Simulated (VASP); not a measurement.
KCl, 2 atoms in the cell. The structure is tetragonal, space group I4/mmm (No. 139). Conventional cell: a = 4.597 Å, b = 4.597 Å, c = 6.312 Å, α = 90.00°, β = 90.00°, γ = 90.00°. K (site symmetry 4/mmm) has 6 Cl at 3.16 to 3.25 Å within 4.2 Å. Cl (site symmetry 4/mmm) has 6 K at 3.16 to 3.25 Å within 4.2 Å.  This cell differs from its parent crystal: equal xx and yy strain of +3 %.

| Item | Value |
| --- | --- |
| Program | VASP 6.6.1 |
| Task | single point |
| Functional | PBE |
| Potentials or basis | VASP PAW PBE potentials, release 64 (K_sv, Cl) |
| Cutoff | 520 eV |
| k mesh | 7 × 7 × 7 |
| Occupations | fermi-dirac, width 0.03 eV |
| Spin | no spin polarisation |
| Dipole correction | no |
| Further INCAR settings | ALGO = Normal; EDIFF = 1e-06; NBANDS = 15 |

Potentials or basis: VASP PAW PBE potentials, release 64 (K_sv, Cl).

The run is started by

```sh
$ cat potpaw_PBE.64/K_sv/POTCAR potpaw_PBE.64/Cl/POTCAR > POTCAR
$ mpirun -np 1 vasp_std > vasp.out
```

Hardware: 1 thread of AMD EPYC 7R43 64-Core Processor (Zen 3), with other jobs on the host.

Problem. How long does it take, and how much memory?

Solution. Wall time 41 s on 1 thread of AMD EPYC 7R43 64-Core Processor (Zen 3), on a shared host, peak memory 0.18 GiB. Counts: scf iterations 13, k points 40.
